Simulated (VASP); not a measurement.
TaN, 2 atoms in the cell. The structure is tetragonal, space group I4/mmm (No. 139). The conventional cell has a = 3.205 Å, b = 3.205 Å, c = 4.009 Å, α = 90.00°, β = 90.00°, γ = 90.00°. Ta (site symmetry 4/mmm) has 6 N at 2.00 to 2.27 Å within 2.7 Å. N (site symmetry 4/mmm) has 6 Ta at 2.00 to 2.27 Å within 2.7 Å.  This cell differs from its parent crystal: strain +0.040 along x and y, -0.080 along z.

```yaml
Program: VASP 6.6.1
Task: single point
Functional: PBE
Potentials_or_basis: VASP PAW PBE potentials, release 64 (Ta_pv, N)
Cutoff: 600 eV
k_mesh: 18 × 18 × 18
Occupations: gaussian, width 0.15 eV
Spin: no spin polarisation
Dipole_correction: no
Further_INCAR_settings: ALGO = Normal; EDIFF = 1e-06; NBANDS = 15
```

Potentials or basis: VASP PAW PBE potentials, release 64 (Ta_pv, N).

Command:

```bash
$ cat potpaw_PBE.64/Ta_pv/POTCAR potpaw_PBE.64/N/POTCAR > POTCAR
$ mpirun -np 1 vasp_std > vasp.out
```

Hardware: 1 thread of Intel(R) Xeon(R) Platinum 8559C (Emerald Rapids), on a shared host.

Problem. Estimate the wall time of this run.

Solution. It took 79 s on 1 thread of Intel(R) Xeon(R) Platinum 8559C (Emerald Rapids), on a shared host, peak memory 0.31 GiB. Counts: scf iterations 13, k points 480.
